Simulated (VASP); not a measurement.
# CdF2 (Fm-3m) in VASP: a series of runs, part 2 of 2

VASP 6.6.1. The steps go on from the part before.

### Step 3. Single point, PBEsol (11.45 Å³/atom)

This run uses another cell than the first one, of 11.45 Å³/atom.

Contents of INCAR:

```
SYSTEM = CdF2
  PREC = Accurate
  ENCUT = 520
  EDIFF = 1E-6
  ISMEAR = 0
  SIGMA = 0.05
  LREAL = .False.
  LASPH = .True.
  NELM = 60
  ALGO = Normal
  ISIF = 2
  LWAVE = .False.
  LCHARG = .False.
  GGA = PS
  NBANDS = 20
```

Contents of KPOINTS:

```
regular mesh
0
Gamma
  8 8 8
  0 0 0
```

Contents of POSCAR:

```
CdF2
1.0
    0.0000000000      2.5797740322      2.5797740322
    2.5797740322      0.0000000000      2.5797740322
    2.5797740322      2.5797740322      0.0000000000
Cd F
1 2
Direct
    0.0000000000      0.0000000000      0.0000000000
    0.2500000000      0.2500000000      0.2500000000
    0.7500000000      0.7500000000      0.7500000000
```

Potentials or basis: VASP PAW PBE potentials, release 64 (Cd, F).

Run with:

```console
$ cat potpaw_PBE.64/Cd/POTCAR potpaw_PBE.64/F/POTCAR > POTCAR
$ mpirun -np 1 vasp_std > vasp.out
```

OUTCAR:

```text
SYSTEM = CdF2
   PREC = Accurate
   ENCUT = 520
   EDIFF = 1E-6
   ISMEAR = 0
   LREAL = .False.
   LASPH = .True.
   NELM = 60
   ISIF = 2
   GGA = PS

 ion  position               nearest neighbor table
   1  0.000  0.000  0.000-   2 2.23   3 2.23   3 2.23   3 2.23   3 2.23   2 2.23   2 2.23   2 2.23

   2  0.250  0.250  0.250-   1 2.23   1 2.23   1 2.23   1 2.23
   3  0.750  0.750  0.750-   1 2.23   1 2.23   1 2.23   1 2.23

  LATTYP: Found a face centered cubic cell.
 ALAT       =     5.1595480644

  Lattice vectors:

 A1 = (   0.0000000000,   2.5797740322,   2.5797740322)
 A2 = (   2.5797740322,   0.0000000000,   2.5797740322)
 A3 = (   2.5797740322,   2.5797740322,   0.0000000000)

Analysis of symmetry for initial positions (statically):
=====================================================================
 Subroutine PRICEL returns:
 Original cell was already a primitive cell.

 Routine SETGRP: Setting up the symmetry group for a
 face centered cubic supercell.

 Subroutine GETGRP returns: Found 48 space group operations
 (whereof 48 operations were pure point group operations)
 out of a pool of 48 trial point group operations.

The static configuration has the point symmetry O_h .
[... 162 lines left out ...]

 E-fermi :  -0.0508     XC(G=0): -11.4524

 val. band max:       -0.3414332754   @ k =  -0.2500   0.5000   0.2500
 cond. band min:       3.0069299329   @ k =   0.0000   0.0000   0.0000
 fundamental gap:      3.3483632083
 Fermi energy:        -0.0507541506

 k-point     1 :       0.0000    0.0000    0.0000
  band No.  band energies     occupation
      1     -21.9104      2.00000
      2     -20.3450      2.00000
      3      -6.5619      2.00000
      4      -6.5619      2.00000
      5      -6.5619      2.00000
      6      -4.6486      2.00000
[... 541 lines left out ...]
     19      19.0731      0.00000
     20      22.7117      0.00000

 [... further k-points ...]

------------------------ aborting loop because EDIFF is reached ----------------------------------------

  FORCE on cell =-STRESS in cart. coord.  units (eV):
  Direction    XX          YY          ZZ          XY          YZ          ZX
  --------------------------------------------------------------------------------------
  -------------------------------------------------------------------------------------
  Total        4.4031498      4.4031498      4.4031498      0.0000000      0.0000000     -0.0000000
  in kB      205.4466428    205.4466428    205.4466428      0.0000000      0.0000000     -0.0000000
  external PRESSURE =     205.4466428 kB  Pullay stress =       0.0000000 kB

 VOLUME and BASIS-vectors are now :
 -----------------------------------------------------------------------------
  energy-cutoff  :      520.00
  volume of cell :       34.34
      direct lattice vectors                 reciprocal lattice vectors
     0.000000000  2.579774032  2.579774032    -0.193815425  0.193815425  0.193815425
     2.579774032  0.000000000  2.579774032     0.193815425 -0.193815425  0.193815425
     2.579774032  2.579774032  0.000000000     0.193815425  0.193815425 -0.193815425

 POSITION                                       TOTAL-FORCE (eV/Angst)
 -----------------------------------------------------------------------------------
      0.00000      0.00000      0.00000         0.000000      0.000000     -0.000000
      1.28989      1.28989      1.28989        -0.000000     -0.000000     -0.000000
      3.86966      3.86966      3.86966         0.000000      0.000000      0.000000
 -----------------------------------------------------------------------------------
    total drift:                                0.000000      0.000000      0.000000

  FREE ENERGIE OF THE ION-ELECTRON SYSTEM (eV)
  ---------------------------------------------------
  free  energy   TOTEN  =       -11.3037828731 eV

  energy  without entropy=      -11.3037828731  energy(sigma->0) =      -11.30378287
```

Wall time 34 s (1 thread of Intel Xeon 8259CL, shared host); peak memory 0.16 GiB.

What came out:

```
Free energy            : -11.3038 eV
Pressure               : 20.5 GPa
Band gap on the k mesh : 3.35 eV (least direct gap 3.64 eV)
```

Levels at points of the mesh, in eV from the valence-band top:
| k point | band 9 | band 10 | band 11 | band 12 | band 13 | band 14 | band 15 | band 16 | band 17 | band 18 |
| --- | --- | --- | --- | --- | --- | --- | --- | --- | --- | --- |
| (0.00, 0.00, 0.00) | -1.38 | -1.38 | -0.29 | -0.29 | -0.29 | 3.35 | 13.05 | 13.05 | 13.05 | 18.52 |
| (0.50, 0.00, 0.00) | -2.98 | -2.45 | -2.45 | -0.28 | -0.28 | 8.05 | 9.33 | 15.45 | 15.45 | 18.87 |
| (0.50, 0.50, 0.00) | -3.80 | -3.22 | -0.81 | -0.11 | -0.11 | 8.93 | 10.18 | 11.89 | 15.28 | 15.28 |

Caveat: the cell stands under pressure; the PAW data sets were made with another functional, which shifts forces and pressure a little. Expect the measured gap to be larger: semilocal functionals such as PBEsol lack the derivative discontinuity.

### Step 4. Single point, PBEsol (11.97 Å³/atom)

This run uses another cell than the first one, of 11.97 Å³/atom.

Contents of INCAR:

```
SYSTEM = CdF2
PREC = Accurate
ENCUT = 520
EDIFF = 1E-6
ISMEAR = 0
SIGMA = 0.05
LREAL = .False.
LASPH = .True.
NELM = 60
ALGO = Normal
ISIF = 2
LWAVE = .False.
LCHARG = .False.
GGA = PS
NBANDS = 20
```

KPOINTS is that of step 3.

Contents of POSCAR:

```
CdF2
1.0
    0.0000000000      2.6182639082      2.6182639082
    2.6182639082      0.0000000000      2.6182639082
    2.6182639082      2.6182639082      0.0000000000
Cd F
1 2
Direct
    0.0000000000      0.0000000000      0.0000000000
    0.2500000000      0.2500000000      0.2500000000
    0.7500000000      0.7500000000      0.7500000000
```

Potentials or basis: VASP PAW PBE potentials, release 64 (Cd, F).

Run with:

```console
$ cat potpaw_PBE.64/Cd/POTCAR potpaw_PBE.64/F/POTCAR > POTCAR
$ mpirun -np 1 vasp_std > vasp.out
```

OUTCAR:

```text
SYSTEM = CdF2
   PREC = Accurate
   ENCUT = 520
   EDIFF = 1E-6
   ISMEAR = 0
   LREAL = .False.
   LASPH = .True.
   NELM = 60
   ISIF = 2
   GGA = PS

 ion  position               nearest neighbor table
   1  0.000  0.000  0.000-   2 2.27   3 2.27   3 2.27   3 2.27   3 2.27   2 2.27   2 2.27   2 2.27

   2  0.250  0.250  0.250-   1 2.27   1 2.27   1 2.27   1 2.27
   3  0.750  0.750  0.750-   1 2.27   1 2.27   1 2.27   1 2.27

  LATTYP: Found a face centered cubic cell.
 ALAT       =     5.2365278164

[... 744 lines left out ...]

  FORCE on cell =-STRESS in cart. coord.  units (eV):
  Direction    XX          YY          ZZ          XY          YZ          ZX
  --------------------------------------------------------------------------------------
  -------------------------------------------------------------------------------------
  Total        2.7653290      2.7653290      2.7653290      0.0000000     -0.0000000      0.0000000
  in kB      123.4204519    123.4204519    123.4204519      0.0000000     -0.0000000      0.0000000
  external PRESSURE =     123.4204519 kB  Pullay stress =       0.0000000 kB

 VOLUME and BASIS-vectors are now :
 -----------------------------------------------------------------------------
  energy-cutoff  :      520.00
  volume of cell :       35.90
      direct lattice vectors                 reciprocal lattice vectors
     0.000000000  2.618263908  2.618263908    -0.190966235  0.190966235  0.190966235
     2.618263908  0.000000000  2.618263908     0.190966235 -0.190966235  0.190966235
     2.618263908  2.618263908  0.000000000     0.190966235  0.190966235 -0.190966235

 POSITION                                       TOTAL-FORCE (eV/Angst)
 -----------------------------------------------------------------------------------
      0.00000      0.00000      0.00000        -0.000000     -0.000000     -0.000000
      1.30913      1.30913      1.30913        -0.000000     -0.000000     -0.000000
      3.92740      3.92740      3.92740         0.000000      0.000000      0.000000
 -----------------------------------------------------------------------------------
    total drift:                                0.000000      0.000000      0.000000

  FREE ENERGIE OF THE ION-ELECTRON SYSTEM (eV)
  ---------------------------------------------------
  free  energy   TOTEN  =       -11.4663273344 eV

  energy  without entropy=      -11.4663273344  energy(sigma->0) =      -11.46632733
```

It took 26 s on 1 thread of Intel Xeon 8259CL, shared host; peak memory 0.16 GiB.

What came out:

```
Free energy            : -11.4663 eV
Pressure               : 12.3 GPa
Band gap on the k mesh : 3.19 eV (least direct gap 3.56 eV)
```

Caveat: the cell stands under pressure; the PAW data sets were made with another functional, which shifts forces and pressure a little. PBEsol gaps usually lie below the measured ones, often by a third to a half.

### Step 5. Overview

```csv
cell,gap on the mesh (eV),pressure (GPa)
"a = 3.592 Å, angles 60.0°, 3 atoms",3.51,31.0
"a = 3.648 Å, angles 60.0°, 3 atoms",3.35,20.5
"a = 3.703 Å, angles 60.0°, 3 atoms",3.19,12.3
```

Alike in all rows: task single point; level PBEsol; potentials or basis VASP PAW PBE potentials, release 64 (Cd, F); no spin polarisation; k mesh 8 × 8 × 8; cutoff (eV) 520; smearing gaussian 0.05 eV.

Caveats: the cell stands under pressure; the PAW data sets were made with another functional, which shifts forces and pressure a little.

Total energies depend on the potentials used, so only differences within one code and one set of settings carry meaning.
